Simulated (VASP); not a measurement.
# TiZn (Pm-3m) in VASP: further runs

The runs below take TiZn through single point, with LDA.

All numbers are computed with VASP 6.6.1; they aren't measurements. Logs are shortened: lines on timing, memory, paths and dates and some standing lists are left out, and cuts for length are marked.

**1. The cell of the first run**

Symmetry: Pm-3m, No. 221, cubic system. Conventional cell: a = 3.124 Å, b = 3.124 Å, c = 3.124 Å, α = 90.00°, β = 90.00°, γ = 90.00°. Ti (site symmetry m-3m) has 8 Zn at 2.71 Å and 6 Ti at 3.12 Å within 3.6 Å. Zn (site symmetry m-3m) has 8 Ti at 2.71 Å and 6 Zn at 3.12 Å within 3.6 Å.

**2. Single point, LDA**

File INCAR:

```
SYSTEM = TiZn
  PREC = Accurate
  ENCUT = 520
  EDIFF = 1E-6
  ISMEAR = 0
  SIGMA = 0.1
  LREAL = .FALSE.
  LASPH = .TRUE.
  NELM = 60
  ALGO = Normal
  ISIF = 2
  LWAVE = .FALSE.
  LCHARG = .TRUE.
  GGA = CA
  LELF = .TRUE.
  LVHAR = .TRUE.
  NBANDS = 19
```

File KPOINTS:

```
regular mesh
0
G
  10 10 10
  0 0 0
```

File POSCAR:

```
TiZn
1.0
    3.1237480000      0.0000000000      0.0000000000
    0.0000000000      3.1237480000      0.0000000000
    0.0000000000      0.0000000000      3.1237480000
Ti Zn
1 1
Direct
    0.5000000000      0.5000000000      0.5000000000
    0.0000000000      0.0000000000      0.0000000000
```

Potentials or basis: VASP PAW LDA potentials, release 64 (Ti_sv, Zn).

Command:

```console
cat potpaw_LDA.64/Ti_sv/POTCAR potpaw_LDA.64/Zn/POTCAR > POTCAR
mpirun -np 1 vasp_std > vasp.out
```

OUTCAR:

```text
SYSTEM = TiZn
   PREC = Accurate
   ENCUT = 520
   EDIFF = 1E-6
   ISMEAR = 0
   LREAL = .FALSE.
   LASPH = .TRUE.
   NELM = 60
   ISIF = 2
   GGA = CA

 ion  position               nearest neighbor table
   1  0.500  0.500  0.500-   2 2.71   2 2.71   2 2.71   2 2.71   2 2.71   2 2.71   2 2.71   2 2.71

   2  0.000  0.000  0.000-   1 2.71   1 2.71   1 2.71   1 2.71   1 2.71   1 2.71   1 2.71   1 2.71

  LATTYP: Found a simple cubic cell.
 ALAT       =     3.1237480000

  Lattice vectors:

 A1 = (   3.1237480000,   0.0000000000,   0.0000000000)
 A2 = (   0.0000000000,   3.1237480000,   0.0000000000)
 A3 = (   0.0000000000,   0.0000000000,   3.1237480000)

Analysis of symmetry for initial positions (statically):
=====================================================================
 Subroutine PRICEL returns:
 Original cell was already a primitive cell.

 Routine SETGRP: Setting up the symmetry group for a
 simple cubic supercell.

 Subroutine GETGRP returns: Found 48 space group operations
 (whereof 48 operations were pure point group operations)
 out of a pool of 48 trial point group operations.

The static configuration has the point symmetry O_h .

Analysis of symmetry for dynamics (positions and initial velocities):
=====================================================================
 Subroutine PRICEL returns:
 Original cell was already a primitive cell.

 Routine SETGRP: Setting up the symmetry group for a
 simple cubic supercell.

 Subroutine GETGRP returns: Found 48 space group operations
 (whereof 48 operations were pure point group operations)
 out of a pool of 48 trial point group operations.

The dynamic configuration has the point symmetry O_h .

 Subroutine INISYM returns: Found 48 space group operations
 (whereof 48 operations are pure point group operations),
 and found     1 'primitive' translations

----------------------------------------------------------------------------------------

                                     Primitive cell

  volume of cell :      30.4809

  direct lattice vectors                    reciprocal lattice vectors
     3.123748000  0.000000000  0.000000000     0.320128256  0.000000000  0.000000000
     0.000000000  3.123748000  0.000000000     0.000000000  0.320128256  0.000000000
     0.000000000  0.000000000  3.123748000     0.000000000  0.000000000  0.320128256

  length of vectors
     3.123748000  3.123748000  3.123748000     0.320128256  0.320128256  0.320128256

  position of ions in fractional coordinates (direct lattice)
     0.500000000  0.500000000  0.500000000
     0.000000000  0.000000000  0.000000000

  ion indices of the primitive-cell ions
   primitive index   ion index
                 1           1
                 2           2

----------------------------------------------------------------------------------------

 KPOINTS: regular mesh

Automatic generation of k-mesh.
 Grid dimensions read from file:
 generate k-points for:   10   10   10

 Generating k-lattice:

  Cartesian coordinates                     Fractional coordinates (reciprocal lattice)
     0.032012826  0.000000000  0.000000000     0.100000000  0.000000000  0.000000000
     0.000000000  0.032012826  0.000000000     0.000000000  0.100000000  0.000000000
     0.000000000  0.000000000  0.032012826     0.000000000  0.000000000  0.100000000

  Length of vectors
     0.032012826  0.032012826  0.032012826

  Shift w.r.t. Gamma in fractional coordinates (k-lattice)
     0.000000000  0.000000000  0.000000000

 Subroutine IBZKPT returns following result:
 ===========================================

 Found     56 irreducible k-points:

 Following reciprocal coordinates:
            Coordinates               Weight
  0.000000  0.000000  0.000000      1.000000
  0.100000  0.000000  0.000000      6.000000
  0.200000  0.000000  0.000000      6.000000
  0.300000  0.000000  0.000000      6.000000
  0.400000  0.000000  0.000000      6.000000
  0.500000  0.000000  0.000000      3.000000
[... 16 lines left out ...]
  0.200000  0.100000  0.100000     24.000000
  0.300000  0.100000  0.100000     24.000000
 [... further k-points ...]
   k-points           NKPTS =     56   k-points in BZ     NKDIM =     56   number of bands    NBANDS=     19
   number of dos      NEDOS =    301   number of ions     NIONS =      2
   total plane-waves  NPLWV =  13824
   dimension x,y,z NGX =    24 NGY =   24 NGZ =   24
   dimension x,y,z NGXF=    48 NGYF=   48 NGZF=   48
   ions per type =               1   1
   NGX,Y,Z   is equivalent  to a cutoff of  12.77, 12.77, 12.77 a.u.
   NGXF,Y,Z  is equivalent  to a cutoff of  25.55, 25.55, 25.55 a.u.
 SYSTEM =  TiZn
   PREC   = accura    normal or accurate (medium, high low for compatibility)
   ISTART =      0    job   : 0-new  1-cont  2-samecut
   ICHARG =      2    charge: 1-file 2-atom 10-const
   ISPIN  =      1    spin polarized calculation?
   LNONCOLLINEAR =      F non collinear calculations
   LSORBIT =      F    spin-orbit coupling
   LASPH  =      T    aspherical Exc in radial PAW
   ENCUT  =  520.0 eV  38.22 Ry    6.18 a.u.   5.81  5.81  5.81*2*pi/ulx,y,z
   NELM   =     60;   NELMIN=  2; NELMDL= -5     # of ELM steps
   EDIFF  = 0.1E-05   stopping-criterion for ELM
   LREAL  =      F    real-space projection
   EDIFFG = 0.1E-04   stopping-criterion for IOM
   NSW    =      0    number of steps for IOM
   IBRION =     -1    ionic relax: 0-MD 1-quasi-New 2-CG
   NFREE  =      0    steps in history (QN), initial steepest desc. (CG)
   ISIF   =      2    stress and relaxation
   ISYM   =      2    0-nonsym 1-usesym 2-fastsym
   POTIM  = 0.5000    time-step for ionic-motion
   TEBEG  =    0.0;   TEEND  =   0.0 temperature during run
   PSTRESS=    0.0 pullay stress
   NELECT =      24.0000    total number of electrons
   NUPDOWN=      -1.0000    fix difference up-down
   EMIN   =  10.00;   EMAX   =-10.00  energy-range for DOS
   EFERMI =   0.00;   METHOD = LEGACY
   ISMEAR =     0;   SIGMA  =   0.10  broadening in eV -4-tet -1-fermi 0-gaus
   EFERMI_NEDOS =   21; number of points for ismear=-14 and -15
   IALGO  =     38    algorithm
   IMIX   =      4    mixing-type and parameters
     AMIX     =   0.40;   BMIX     =  1.00
     AMIX_MAG =   1.60;   BMIX_MAG =  1.00
  volume/ion in A,a.u.               =      15.24       102.85
  Fermi-wavevector in a.u.,A,eV,Ry     =   1.511713  2.856723 31.093057  2.285275
  Thomas-Fermi vector in A             =   2.621733
   LORBIT       =      0    0 simple, 1 ext, 2 COOP (PROOUT), +10 PAW based schemes
   GGA     = CA    functional components
   LHFCALC =     F    Hartree Fock is set to
   AEXX    =    0.0000 exact exchange contribution
   IVDW    =     0    specifies the selected vdW correction
   LEPSILON=     F    determine dielectric tensor
   LRPA    =     F    only Hartree local field effects (RPA)
 non-spin polarized calculation
 Gauss-broadening in eV      SIGMA  =   0.10
  energy-cutoff  :      520.00
  volume of cell :       30.48
 maximum number of plane-waves:       840
 NGX is ok and might be reduce to    24
   NGX = 11   NGY = 11   NGZ = 11

 number of electron      23.9999966 magnetization

 Free energy of the ion-electron system (eV)
  ---------------------------------------------------
  ext. energy  EPLUGINS =         0.00000000
  ---------------------------------------------------
  free energy    TOTEN  =       -10.84493179 eV

  energy without entropy =      -10.84128083  energy(sigma->0) =      -10.84310631

 E-fermi :   6.0168     XC(G=0): -12.1914

 val. band max:        6.0076821524   @ k =   0.5000   0.5000   0.1000
 cond. band min:       6.0645606961   @ k =   0.5000   0.2000   0.1000
 fundamental gap:      0.0568785437
 Fermi energy:         6.0167551751

 k-point     1 :       0.0000    0.0000    0.0000
  band No.  band energies     occupation
      1     -50.2425      2.00000
      2     -26.7871      2.00000
      3     -26.7871      2.00000
      4     -26.7871      2.00000
      5      -2.4654      2.00000
      6      -1.4648      2.00000
[... 11 lines left out ...]
     18      12.3893      0.00000
     19      18.7142      0.00000

 k-point     2 :       0.1000    0.0000    0.0000
  band No.  band energies     occupation
      1     -50.2406      2.00000
      2     -26.8067      2.00000
      3     -26.7856      2.00000
      4     -26.7856      2.00000
      5      -2.2952      2.00000
      6      -1.4499      2.00000
[... 11 lines left out ...]
     18      12.7870      0.00000
     19      18.5913      0.00000

 k-point     3 :       0.2000    0.0000    0.0000
  band No.  band energies     occupation
      1     -50.2359      2.00000
      2     -26.8575      2.00000
      3     -26.7814      2.00000
      4     -26.7814      2.00000
      5      -1.8227      2.00000
      6      -1.4109      2.00000
[... 11 lines left out ...]
     18      13.7865      0.00000
     19      18.2518      0.00000

 k-point     4 :       0.3000    0.0000    0.0000
  band No.  band energies     occupation
      1     -50.2299      2.00000
      2     -26.9198      2.00000
      3     -26.7763      2.00000
      4     -26.7763      2.00000
      5      -1.4082      2.00000
      6      -1.3620      2.00000
[... 11 lines left out ...]
     18      15.1286      0.00000
     19      17.8057      0.00000

 k-point     5 :       0.4000    0.0000    0.0000
  band No.  band energies     occupation
      1     -50.2252      2.00000
      2     -26.9698      2.00000
      3     -26.7721      2.00000
      4     -26.7721      2.00000
      5      -1.3221      2.00000
      6      -1.2872      2.00000
[... 11 lines left out ...]
     18      16.6607      0.00000
     19      17.4325      0.00000
[... 334 lines left out ...]
      2     -26.9592      2.00000
      3     -26.9592      2.00000
      4     -26.7523      2.00000
      5      -1.5133      2.00000
      6      -1.3715      2.00000
[... 11 lines left out ...]
     18      12.4763      0.00000
     19      17.1601      0.00000

 k-point    22 :       0.1000    0.1000    0.1000
  band No.  band energies     occupation
      1     -50.2370      2.00000
      2     -26.8056      2.00000
      3     -26.8021      2.00000
      4     -26.8021      2.00000
      5      -1.9686      2.00000
      6      -1.3923      2.00000
[... 11 lines left out ...]
     18      12.3564      0.00000
     19      19.6286      0.00000

 k-point    23 :       0.2000    0.1000    0.1000
  band No.  band energies     occupation
      1     -50.2323      2.00000
      2     -26.8536      2.00000
      3     -26.7996      2.00000
      4     -26.7978      2.00000
      5      -1.5541      2.00000
      6      -1.3595      2.00000
[... 11 lines left out ...]
     18      13.0819      0.00000
     19      19.4028      0.00000

 k-point    24 :       0.3000    0.1000    0.1000
  band No.  band energies     occupation
      1     -50.2264      2.00000
      2     -26.9151      2.00000
      3     -26.7939      2.00000
      4     -26.7925      2.00000
      5      -1.3185      2.00000
      6      -1.3140      2.00000
[... 11 lines left out ...]
     18      14.1777      0.00000
     19      19.0125      0.00000

 [... further k-points ...]

------------------------ aborting loop because EDIFF is reached ----------------------------------------

  FORCE on cell =-STRESS in cart. coord.  units (eV):
  Direction    XX          YY          ZZ          XY          YZ          ZX
  --------------------------------------------------------------------------------------
  -------------------------------------------------------------------------------------
  Total       -1.2797606     -1.2797606     -1.2797606     -0.0000000     -0.0000000     -0.0000000
  in kB      -67.2684387    -67.2684387    -67.2684387     -0.0000000     -0.0000000     -0.0000000
  external PRESSURE =     -67.2684387 kB  Pullay stress =       0.0000000 kB

 VOLUME and BASIS-vectors are now :
 -----------------------------------------------------------------------------
  energy-cutoff  :      520.00
  volume of cell :       30.48
      direct lattice vectors                 reciprocal lattice vectors
     3.123748000  0.000000000  0.000000000     0.320128256  0.000000000  0.000000000
     0.000000000  3.123748000  0.000000000     0.000000000  0.320128256  0.000000000
     0.000000000  0.000000000  3.123748000     0.000000000  0.000000000  0.320128256

 POSITION                                       TOTAL-FORCE (eV/Angst)
 -----------------------------------------------------------------------------------
      1.56187      1.56187      1.56187         0.000000      0.000000      0.000000
      0.00000      0.00000      0.00000         0.000000      0.000000      0.000000
 -----------------------------------------------------------------------------------
    total drift:                                0.000000      0.000000     -0.000000

  FREE ENERGIE OF THE ION-ELECTRON SYSTEM (eV)
  ---------------------------------------------------
  free  energy   TOTEN  =       -10.8449317939 eV

  energy  without entropy=      -10.8412808339  energy(sigma->0) =      -10.84310631
```

It took 11 s on 1 thread of Intel Xeon Platinum 8488C (Sapphire Rapids), shared host; peak memory 0.15 GiB.

What came out:

| Property | Result |
| --- | --- |
| Free energy | -10.8449 eV |
| Pressure | -6.7 GPa |
| Band gap on the k mesh | zero (band 12 reaches 5.99 eV, above the bottom of band 13 at 5.81 eV) |

**3. Single point, LDA**

File INCAR:

```
ALGO = Normal ; EDIFF = 1E-6
ENCUT = 520 ; ISIF = 2
ISMEAR = 0 ; LASPH = T
LCHARG = F ; LREAL = F
LWAVE = F ; NBANDS = 19
NELM = 60 ; PREC = Accurate
SIGMA = 0.1
```

File KPOINTS:

```
k-points
0
Gamma
  10 10 10
```

POSCAR is that of step 2.

Potentials or basis: VASP PAW LDA potentials, release 64 (Ti_sv, Zn).

Command:

```console
cat potpaw_LDA.64/Ti_sv/POTCAR potpaw_LDA.64/Zn/POTCAR > POTCAR
mpirun -np 1 vasp_std > vasp.out
```

OUTCAR:

```text
EDIFF = 1E-6
   ENCUT = 520
   ISIF = 2
   ISMEAR = 0
   LASPH = T
   LREAL = F
   NELM = 60
   PREC = Accurate

 ion  position               nearest neighbor table
   1  0.500  0.500  0.500-   2 2.71   2 2.71   2 2.71   2 2.71   2 2.71   2 2.71   2 2.71   2 2.71

   2  0.000  0.000  0.000-   1 2.71   1 2.71   1 2.71   1 2.71   1 2.71   1 2.71   1 2.71   1 2.71

  LATTYP: Found a simple cubic cell.
 ALAT       =     3.1237480000

  Lattice vectors:

[... 716 lines left out ...]
------------------------ aborting loop because EDIFF is reached ----------------------------------------

  FORCE on cell =-STRESS in cart. coord.  units (eV):
  Direction    XX          YY          ZZ          XY          YZ          ZX
  --------------------------------------------------------------------------------------
  -------------------------------------------------------------------------------------
  Total       -1.2797606     -1.2797606     -1.2797606     -0.0000000     -0.0000000     -0.0000000
  in kB      -67.2684387    -67.2684387    -67.2684387     -0.0000000     -0.0000000     -0.0000000
  external PRESSURE =     -67.2684387 kB  Pullay stress =       0.0000000 kB

 VOLUME and BASIS-vectors are now :
 -----------------------------------------------------------------------------
  energy-cutoff  :      520.00
  volume of cell :       30.48
      direct lattice vectors                 reciprocal lattice vectors
     3.123748000  0.000000000  0.000000000     0.320128256  0.000000000  0.000000000
     0.000000000  3.123748000  0.000000000     0.000000000  0.320128256  0.000000000
     0.000000000  0.000000000  3.123748000     0.000000000  0.000000000  0.320128256

 POSITION                                       TOTAL-FORCE (eV/Angst)
 -----------------------------------------------------------------------------------
      1.56187      1.56187      1.56187         0.000000      0.000000      0.000000
      0.00000      0.00000      0.00000         0.000000      0.000000      0.000000
 -----------------------------------------------------------------------------------
    total drift:                                0.000000      0.000000     -0.000000

  FREE ENERGIE OF THE ION-ELECTRON SYSTEM (eV)
  ---------------------------------------------------
  free  energy   TOTEN  =       -10.8449317939 eV

  energy  without entropy=      -10.8412808339  energy(sigma->0) =      -10.84310631
```

Wall time 10 s (1 thread of Intel Xeon Platinum 8488C (Sapphire Rapids), shared host); peak memory 0.14 GiB.

What came out:

```
Free energy            : -10.8449 eV
Pressure               : -6.7 GPa
Band gap on the k mesh : zero (band 12 reaches 5.99 eV, above the bottom of band 13 at 5.81 eV)
```
